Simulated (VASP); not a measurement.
Set up this calculation in VASP 6.6.1, as the native input.

```
Task                   : relaxation of cell and atoms
Functional             : PBE
Potentials or basis    : VASP PAW PBE potentials, release 64 (Si, Ge_d)
Cutoff                 : 600 eV
k mesh                 : 6 × 6 × 2
Occupations            : gaussian, width 0.1 eV
Spin                   : no spin polarisation
Dipole correction      : no
Further INCAR settings : ALGO = Normal; EDIFF = 1e-06; IBRION = 2; EDIFFG = -0.04; NSW = 90; ISIF = 3
```

The structure of Si2Ge3 lies in POSCAR:

```
Si2Ge3
1.0
    2.7893261400      0.0000000000      0.0000000000
   -1.3946630700      2.4156272900      0.0000000000
    0.0000000000      0.0000000000     13.0966969500
Si Ge
2 3
Direct
    0.0000000000      0.0000000000      0.6000000000
    0.0000000000      0.0000000000      0.4000000000
    0.0000000000      0.0000000000      0.8000000000
    0.0000000000      0.0000000000      0.0000000000
    0.0000000000      0.0000000000      0.2000000000
```

One way to write it, as run:

INCAR

```
SYSTEM = Si2Ge3
PREC = Accurate
ENCUT = 600
EDIFF = 1E-6
ISMEAR = 0
SIGMA = 0.1
LREAL = .FALSE.
LASPH = .TRUE.
NELM = 60
ALGO = Normal
ISIF = 3
LWAVE = .FALSE.
LCHARG = .FALSE.
GGA = PE
IBRION = 2
NSW = 90
EDIFFG = -0.04
```

KPOINTS

```
Automatic mesh
0
G
  6 6 2
  0 0 0
```

Potentials or basis: VASP PAW PBE potentials, release 64 (Si, Ge_d).

Command:

```sh
$ cat potpaw_PBE.64/Si/POTCAR potpaw_PBE.64/Ge_d/POTCAR > POTCAR
$ mpirun -np 1 vasp_std > vasp.out
```

Results of the run:

The relaxed volume is 18.05 Å³/atom and the relaxed cell is a = 2.757 Å, b = 2.757 Å, c = 13.708 Å, α = 90.00°, β = 90.00°, γ = 120.00°. The space group after relaxing (to 0.1 Å) is P6/mmm (No. 191), the energy gained by relaxing is 36.2 meV/atom and the ionic steps are 10. The pressure after relaxing is 0.0 GPa. The largest force after relaxing is 0.004 eV/Å.

Caveat: the k points lie up to 0.44 Å⁻¹ apart in the final cell; the highest band is partly filled, so the run has too few bands.

It took 7.8 min on 1 thread of Intel Xeon 8259CL (shared host), peak memory 0.26 GiB.
